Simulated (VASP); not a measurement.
**Ge2Sb2Te5: single point with PBE+D4**

Ge2Sb2Te5:

```
CELL_PARAMETERS angstrom
6.80658 -3.04577 -0.04711
6.80658 3.04577 -0.04711
-6.84562 0.00000 6.76663
ATOMIC_POSITIONS crystal
Te 0.60595 0.60595 0.40605
Te 0.80216 0.80216 0.18674
Te 0.99587 0.99587 0.99368
Te 0.20993 0.20993 0.80634
Te 0.41394 0.41394 0.60178
Sb 0.89125 0.89125 0.57028
Sb 0.11638 0.11638 0.42560
Ge 0.27253 0.27253 0.19295
Ge 0.49200 0.49200 0.01658
```

```yaml
Program: VASP 6.6.1
Task: single point
Functional: PBE
Dispersion: D4
Potentials_or_basis: VASP PAW PBE potentials, release 64 (Te, Sb, Ge_d)
Cutoff: 520 eV
k_mesh: 5 × 5 × 4
Occupations: fermi-dirac, width 0.05 eV
Spin: no spin polarisation
Dipole_correction: no
Further_INCAR_settings: ALGO = Normal; EDIFF = 1e-06; NBANDS = 44
```

| Property | Result |
| --- | --- |
| Pressure | 0.0 GPa |
| Largest force | 0.017 eV/Å |
| Band gap on the k mesh | 0.13 eV, indirect (least direct gap 0.27 eV) |
| Dispersion energy per atom | -0.455 eV |

Forces on the atoms (eV/Å):
```
Te  -0.009  0.000  0.003
Te   0.006  0.000 -0.006
Te  -0.006  0.000 -0.003
Te  -0.017  0.000  0.000
Te   0.001  0.000  0.002
Sb   0.004  0.000  0.016
Sb   0.003  0.000 -0.010
Ge   0.014  0.000  0.001
Ge   0.003  0.000 -0.004
```

Levels at points of the mesh, in eV from the valence-band top:
```
           k point  band 31  band 32  band 33  band 34  band 35  band 36  band 37  band 38
(0.00, 0.00, 0.00)    -0.95    -0.59    -0.52    -0.42     1.05     1.45     2.31     2.37
(0.00, 0.00, 0.50)    -0.88    -0.84    -0.55    -0.47     0.86     1.58     1.71     2.63
```

It used 1500 s of CPU time on 1 thread of AMD EPYC 7R13 Processor (Zen 3), on a shared host.

Caveat: spin-orbit coupling is left out, which moves the levels of the heavy elements. A k mesh can miss the band edges.
